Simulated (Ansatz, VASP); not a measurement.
## Two plane-wave programs on BP

```
CELL_PARAMETERS angstrom
0.00000 2.26900 2.26900
2.26900 0.00000 2.26900
2.26900 2.26900 0.00000
ATOMIC_POSITIONS crystal
P 0.75000 0.75000 0.75000
B 0.00000 0.00000 0.00000
```

Alike in both runs: functional HSE06; k mesh 6 × 6 × 6; occupations fermi-dirac, width 0.05 eV; no spin polarisation.

```csv
,VASP,Ansatz
version,VASP 6.6.1,Ansatz 0.2.0
potentials or method,"VASP PAW PBE potentials, release 64 (P, B)",Ansatz PAW
plane-wave cutoff (eV),520,420
valence electrons in the cell,8,8
task,single point,projected density of states
```

VASP gave:

- gap on the k mesh at the Fermi level (eV): 2.06
- least direct gap on the mesh (eV): 4.34
- pressure (GPa): -2.0

**Question.** What did Ansatz give for the same quantities?

**Answer.** gap on the k mesh at the Fermi level (eV): 2.06; least direct gap on the mesh (eV): 4.34; pressure (GPa): -1.5.

With one functional, cell and mesh, what is left measures potentials, basis and numerics.
